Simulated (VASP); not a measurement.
# Ca2Se (P-3m1) in VASP: notebook, part 2 of 2

VASP 6.6.1.

**6. Relaxation of cell and atoms, PBE**

This run uses another cell than the first one, of 23.37 Å³/atom, 0.706 times its volume.

INCAR

```
SYSTEM = Ca2Se
PREC = Accurate ; ENCUT = 600
EDIFF = 1E-6 ; ISMEAR = 0
SIGMA = 0.1 ; LREAL = .False.
LASPH = .True. ; NELM = 80
ALGO = Normal ; ISIF = 3
LWAVE = .False. ; LCHARG = .False.
GGA = PE ; IBRION = 2
NSW = 90 ; EDIFFG = -0.04
```

KPOINTS

```
regular mesh
0
Gamma
  6 6 4
  0 0 0
```

POSCAR

```
Ca2Se
1.0
    3.5217130300      0.0000000000      0.0000000000
   -1.7608565100      3.0498929500      0.0000000000
    0.0000000000      0.0000000000      6.5265120400
Ca Se
2 1
Direct
    0.6666666700      0.3333333300      0.7587290400
    0.3333333300      0.6666666700      0.2412709600
    0.0000000000      0.0000000000      0.0000000000
```

Potentials or basis: VASP PAW PBE potentials, release 64 (Ca_sv, Se).

Started as:

```
$ cat potpaw_PBE.64/Ca_sv/POTCAR potpaw_PBE.64/Se/POTCAR > POTCAR
$ mpirun -np 1 vasp_std > vasp.out
```

OUTCAR:

```text
SYSTEM = Ca2Se
   PREC = Accurate
   ENCUT = 600
   EDIFF = 1E-6
   ISMEAR = 0
   LREAL = .False.
   LASPH = .True.
   NELM = 80
   ISIF = 3
   GGA = PE
   IBRION = 2
   NSW = 90
   EDIFFG = -0.04

 ion  position               nearest neighbor table
   1  0.667  0.333  0.759-   3 2.57   3 2.57   3 2.57
   2  0.333  0.667  0.241-   3 2.57   3 2.57   3 2.57
   3  0.000  0.000  0.000-   1 2.57   2 2.57   2 2.57   1 2.57   1 2.57   2 2.57

  LATTYP: Found a hexagonal cell.
 ALAT       =     3.5217130300
 C/A-ratio  =     1.8532208571

  Lattice vectors:

 A1 = (   3.5217130300,   0.0000000000,   0.0000000000)
 A2 = (  -1.7608565100,   3.0498929500,   0.0000000000)
 A3 = (   0.0000000000,   0.0000000000,   6.5265120400)

Analysis of symmetry for initial positions (statically):
=====================================================================
 Subroutine PRICEL returns:
[... 179 lines left out ...]
 fundamental gap:      0.0526812418
 Fermi energy:         5.0815998247

 k-point     1 :       0.0000    0.0000    0.0000
  band No.  band energies     occupation
      1     -35.8848      2.00000
      2     -35.8551      2.00000
      3     -17.3242      2.00000
      4     -16.8876      2.00000
      5     -16.8467      2.00000
      6     -16.8467      2.00000
[... 764 lines left out ...]
--------------------------------------- Ionic step        9  -------------------------------------------

 number of electron      25.9999999 magnetization

 Free energy of the ion-electron system (eV)
  ---------------------------------------------------
  ext. energy  EPLUGINS =         0.00000000
  ---------------------------------------------------
  free energy    TOTEN  =       -11.11289770 eV

  energy without entropy =      -11.10880889  energy(sigma->0) =      -11.11085330

 E-fermi :   3.1736     XC(G=0):  -8.2809

 val. band max:        3.1576628308   @ k =   0.5000   0.0000   0.0000
 cond. band min:       3.2524968804   @ k =   0.5000   0.0000   0.5000
 fundamental gap:      0.0948340497
 Fermi energy:         3.1735971977

 k-point     1 :       0.0000    0.0000    0.0000
  band No.  band energies     occupation
      1     -38.9791      2.00000
      2     -38.9723      2.00000
      3     -20.0171      2.00000
      4     -19.9630      2.00000
      5     -19.9630      2.00000
      6     -19.9533      2.00000
[... 499 lines left out ...]
  FREE ENERGIE OF THE ION-ELECTRON SYSTEM (eV)
  ---------------------------------------------------
  free  energy   TOTEN  =       -11.1128977001 eV

  energy  without entropy=      -11.1088088924  energy(sigma->0) =      -11.11085330

 reached required accuracy - stopping structural energy minimisation
```

CONTCAR:

```text
Ca2Se
   1.00000000000000
     4.1149041757681086    0.0000000010368009    0.0000000000000000
    -2.0574520811439672    3.5636115516400455   -0.0000000000000000
     0.0000000000000000    0.0000000000000000    6.8091155231986562
  Ca              Se
     2     1
Direct
     0.6666666699999979    0.3333333300000021    0.7405354850943234
     0.3333333300000021    0.6666666699999979    0.2594645149056765
     0.0000000000000000    0.0000000000000000    0.0000000000000000

  0.00000000E+00  0.00000000E+00  0.00000000E+00
  0.00000000E+00  0.00000000E+00  0.00000000E+00
  0.00000000E+00  0.00000000E+00  0.00000000E+00
```

Run time: 3.1 min. Hardware: 1 thread of AMD EPYC 7R13 (Zen 3), shared host; peak memory 0.19 GiB.

What came out:

```yaml
Free_energy: -11.1129 eV
Relaxed_volume: 33.28 Å³/atom
Relaxed_cell: a = 4.115 Å, b = 4.115 Å, c = 6.809 Å, α = 90.00°, β = 90.00°, γ = 120.00°
Space_group_after_relaxing_to_0.05_Å: P-3m1 (No. 164)
Energy_gained_by_relaxing: 709.0 meV/atom
Ionic_steps: 9
Pressure_after_relaxing: -0.1 GPa
Largest_force_after_relaxing: 0.005 eV/Å
Band_gap_on_the_k_mesh: zero (band 13 reaches 3.45 eV, above the bottom of band 14 at 3.08 eV)
```

Forces in eV/Å, atoms in the order of the input:
```
Ca   0.000  0.000 -0.005
Ca   0.000  0.000  0.005
Se   0.000  0.000  0.000
```

Step by step:
| step | energy change (eV) | largest force (eV/Å) | pressure (GPa) | volume (Å³) |
| --- | --- | --- | --- | --- |
| 1 | 0.0000 | 3.0456 | 26.11 | 70.10 |
| 2 | -1.7748 | 0.6261 | -4.04 | 116.23 |
| 3 | -2.0378 | 0.0173 | 0.11 | 98.81 |
| 4 | -2.0384 | 0.0286 | -0.22 | 99.74 |
| 5 | -2.0998 | 0.0410 | -0.17 | 99.81 |
| 6 | -2.1260 | 0.0817 | 0.02 | 99.73 |
| 7 | -2.1260 | 0.0811 | 0.01 | 99.73 |
| 8 | -2.1266 | 0.0507 | -0.04 | 99.78 |
| 9 | -2.1269 | 0.0049 | -0.11 | 99.85 |

Final structure:
```
CELL_PARAMETERS angstrom
4.11490 0.00000 0.00000
-2.05745 3.56361 0.00000
0.00000 0.00000 6.80912
ATOMIC_POSITIONS crystal
Ca 0.66667 0.33333 0.74054
Ca 0.33333 0.66667 0.25946
Se 0.00000 0.00000 0.00000
```

Levels at points of the mesh, in eV from the Fermi level:
| k point | band 11 | band 12 | band 13 | band 14 | band 15 | band 16 |
| --- | --- | --- | --- | --- | --- | --- |
| (0.00, 0.00, 0.00) | -2.79 | -2.79 | -2.56 | 1.54 | 1.88 | 1.97 |
| (0.50, 0.00, 0.00) | -3.84 | -3.25 | -0.29 | -0.02 | 0.13 | 2.58 |
| (0.00, 0.00, 0.50) | -2.81 | -2.81 | -1.11 | -0.09 | 1.71 | 1.77 |
| (0.50, 0.00, 0.50) | -3.90 | -3.24 | -0.53 | 0.08 | 0.82 | 1.63 |

Caveat: the volume moved by over 15 % at a fixed basis, so the end points are rough.

**7. Overview**

```tsv
task	cell	k mesh	cutoff (eV)	gap on the mesh (eV)	pressure (GPa)	relaxed volume (Å³/atom)	largest force (eV/Å)
single point	a = 4.111, b = 4.111, c = 6.786 Å, angles 90.0, 90.0, 120.0°, 3 atoms	12 × 12 × 8	520	none	0.1	-	0.02
relaxation of cell and atoms	relaxed from a = 4.083, b = 4.083, c = 6.830 Å, angles 90.0, 90.0, 120.0°, 3 atoms	12 × 12 × 8	600	none	0.0	33.20	0.01
single point	a = 3.522, b = 3.522, c = 6.527 Å, angles 90.0, 90.0, 120.0°, 3 atoms	6 × 6 × 4	520	none	26.1	-	3.05
single point	a = 4.083, b = 4.083, c = 6.830 Å, angles 90.0, 90.0, 120.0°, 3 atoms	6 × 6 × 4	520	none	0.3	-	0.04
relaxation of cell and atoms	relaxed from a = 3.522, b = 3.522, c = 6.527 Å, angles 90.0, 90.0, 120.0°, 3 atoms	6 × 6 × 4	600	none	-0.1	33.28	-
```

Alike in all rows: level PBE; potentials or basis VASP PAW PBE potentials, release 64 (Ca_sv, Se); no spin polarisation; smearing gaussian 0.1 eV.

Caveats: forces of over 1 eV/Å act on the atoms, so gaps and moduli don't describe the material at rest (some runs); the volume moved by over 15 % at a fixed basis, so the end points are rough (some runs).

Total energies depend on the potentials used, so only differences within one code and one set of settings carry meaning.
